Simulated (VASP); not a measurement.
# MoF (F-43m) in VASP: a series of runs, part 2 of 2

VASP 6.6.1. Earlier steps stand in the parts before.

## (4) Relaxation of cell and atoms, PBE, collinear spin

Input file INCAR:

```
PREC = Accurate
ENCUT = 600
EDIFF = 1E-7
ISMEAR = 0
SIGMA = 0.1
LREAL = F
LASPH = T
NELM = 150
ALGO = Normal
ISIF = 3
LWAVE = F
LCHARG = F
ISPIN = 2
MAGMOM = 0.67 0
LORBIT = 11
LMAXMIX = 4
GGA = PE
IBRION = 2
NSW = 90
EDIFFG = -0.04
```

Input file KPOINTS:

```
regular mesh
0
Gamma
  6 6 6
```

Input file POSCAR:

```
MoF
1.0
    0.0000000000      2.4187613139      2.4187613139
    2.4187613139      0.0000000000      2.4187613139
    2.4187613139      2.4187613139      0.0000000000
Mo F
1 1
Direct
    0.0000000000      0.0000000000      0.0000000000
    0.7500000000      0.7500000000      0.7500000000
```

Potentials or basis: VASP PAW PBE potentials, release 64 (Mo_sv, F).

Started as:

```sh
> cat potpaw_PBE.64/Mo_sv/POTCAR potpaw_PBE.64/F/POTCAR > POTCAR
> mpirun -np 1 vasp_std > vasp.out
```

OUTCAR:

```text
PREC = Accurate
   ENCUT = 600
   EDIFF = 1E-7
   ISMEAR = 0
   LREAL = F
   LASPH = T
   NELM = 150
   ISIF = 3
   ISPIN = 2
   LORBIT = 11
   GGA = PE
   IBRION = 2
   NSW = 90
   EDIFFG = -0.04

 ion  position               nearest neighbor table
   1  0.000  0.000  0.000-   2 2.09   2 2.09   2 2.09   2 2.09
   2  0.750  0.750  0.750-   1 2.09   1 2.09   1 2.09   1 2.09

  LATTYP: Found a face centered cubic cell.
 ALAT       =     4.8375226278

  Lattice vectors:

 A1 = (   0.0000000000,   2.4187613139,   2.4187613139)
 A2 = (   2.4187613139,   0.0000000000,   2.4187613139)
 A3 = (   2.4187613139,   2.4187613139,   0.0000000000)

Analysis of symmetry for initial positions (statically):
=====================================================================
 Subroutine PRICEL returns:
[... 529 lines left out ...]
      5     -19.1155      1.00000
      6      -1.7198      1.00000
      7      -1.1560      1.00000
      8      -0.9126      1.00000
      9       5.7450      1.00000
     10       6.1832      1.00000
     11       7.6923      0.99986
     12       8.6735      0.00000
     13       9.3450      0.00000
     14      14.5241      0.00000
 Fermi energy:         7.9498247256

 spin component 2

 k-point     1 :       0.0000    0.0000    0.0000
  band No.  band energies     occupation
      1     -53.4972      1.00000
      2     -27.4632      1.00000
      3     -27.4632      1.00000
      4     -27.4632      1.00000
      5     -19.4959      1.00000
      6      -1.5935      1.00000
      7      -1.5935      1.00000
      8      -1.5935      1.00000
      9       5.2562      1.00000
     10       8.1511      0.00221
     11       8.1511      0.00221
     12       9.5619      0.00000
     13       9.5619      0.00000
     14       9.5619      0.00000
[... 282 lines left out ...]
  FREE ENERGIE OF THE ION-ELECTRON SYSTEM (eV)
  ---------------------------------------------------
  free  energy   TOTEN  =       -12.1664566319 eV

  energy  without entropy=      -12.1583769591  energy(sigma->0) =      -12.16241680

 reached required accuracy - stopping structural energy minimisation

 total charge

# of ion       s       p       d       tot
------------------------------------------
    1        2.184   6.093   3.795  12.073
    2        1.743   4.368   0.000   6.110
--------------------------------------------------
tot          3.927  10.461   3.795  18.183

 magnetization (x)

# of ion       s       p       d       tot
------------------------------------------
    1        0.003   0.004   0.905   0.911
    2       -0.001   0.004   0.000   0.003
--------------------------------------------------
tot          0.002   0.008   0.905   0.915
```

OSZICAR:

```text
N       E                     dE             d eps       ncg     rms          rms(c)
DAV:   1     0.184779100604E+03    0.18478E+03   -0.13319E+04   904   0.165E+03
DAV:   2    -0.757298589165E+01   -0.19235E+03   -0.18951E+03  1130   0.428E+02
[... 36 lines left out ...]
DAV:   5    -0.121664473215E+02   -0.22537E-03   -0.89891E-04   992   0.260E-01    0.456E-02
DAV:   6    -0.121664535246E+02   -0.62031E-05   -0.70190E-05   920   0.706E-02    0.115E-02
DAV:   7    -0.121664549098E+02   -0.13852E-05   -0.22386E-06   992   0.136E-02    0.657E-03
DAV:   8    -0.121664565041E+02   -0.15943E-05   -0.23921E-07   908   0.595E-03    0.147E-03
DAV:   9    -0.121664566221E+02   -0.11804E-06   -0.24740E-08   466   0.210E-03    0.435E-04
DAV:  10    -0.121664566319E+02   -0.97948E-08   -0.58797E-09   448   0.636E-04
   3 F= -.12166457E+02 E0= -.12162417E+02  d E =-.128679E-01  mag=     0.9797
```

CONTCAR:

```text
MoF
   1.00000000000000
    -0.0000000000000000    2.4451279786609068    2.4451279786609068
     2.4451279786609068   -0.0000000000000000    2.4451279786609068
     2.4451279786609068    2.4451279786609068   -0.0000000000000000
  Mo              F
     1     1
Direct
     0.0000000000000000    0.0000000000000000    0.0000000000000000
     0.7500000000000000    0.7500000000000000    0.7500000000000000

  0.00000000E+00  0.00000000E+00  0.00000000E+00
  0.00000000E+00  0.00000000E+00  0.00000000E+00
```

It took 1.7 min on 1 thread of Intel Xeon 8259CL, shared host; peak memory 0.19 GiB.

Results:

```
Free energy                                           : -12.1665 eV
Relaxed volume                                        : 14.62 Å³/atom
Relaxed cell                                          : a = 3.458 Å, b = 3.458 Å, c = 3.458 Å, α = 60.00°, β = 60.00°, γ = 60.00°
Space group after relaxing (to 0.1 Å)                 : F-43m (No. 216)
Energy gained by relaxing                             : 6.4 meV/atom
Ionic steps                                           : 3
Pressure after relaxing                               : 0.0 GPa
Band gap on the k mesh                                : zero (filled and empty bands overlap)
Net moment                                            : 0.98 μB per cell
Site moments                                          : Mo +0.91; F +0.00 μB
Valence electrons inside the program's atomic spheres : Mo 12.07; F 6.11
```

The path:
| step | energy change (eV) | largest force (eV/Å) | pressure (GPa) | volume (Å³) |
| --- | --- | --- | --- | --- |
| 1 | 0.0000 | 0.0000 | 4.57 | 28.30 |
| 2 | -0.0055 | 0.0000 | -3.08 | 29.99 |
| 3 | -0.0129 | 0.0000 | -0.01 | 29.24 |

Final structure:
```cif
data_structure
_symmetry_space_group_name_H-M 'P 1'
_symmetry_Int_Tables_number 1
_cell_length_a 3.4579
_cell_length_b 3.4579
_cell_length_c 3.4579
_cell_angle_alpha 60.000
_cell_angle_beta 60.000
_cell_angle_gamma 60.000
_cell_volume 29.24
loop_
_atom_site_label
_atom_site_type_symbol
_atom_site_fract_x
_atom_site_fract_y
_atom_site_fract_z
_atom_site_occupancy
Mo1 Mo 0.00000 0.00000 0.00000 1
F1 F 0.75000 0.75000 0.75000 1
```

Caveat: the k points lie up to 0.37 Å⁻¹ apart in the final cell.

## (5) Summary

```tsv
task	cell	cutoff (eV)	gap on the mesh (eV)	pressure (GPa)	moment (μB)
single point	a = 3.421 Å, angles 60.0°, 2 atoms	520	none	4.7	0.97
single point	a = 3.454 Å, angles 60.0°, 2 atoms	520	none	0.5	0.98
relaxation of cell and atoms	relaxed from a = 3.421 Å, angles 60.0°, 2 atoms	600	none	0.0	0.98
```

Alike in all rows: level PBE; potentials or basis VASP PAW PBE potentials, release 64 (Mo_sv, F); spin collinear; k mesh 6 × 6 × 6; smearing gaussian 0.1 eV.

Caveats: all runs use coarse meshes.

Total energies depend on the potentials used, so only differences within one code and one set of settings carry meaning.
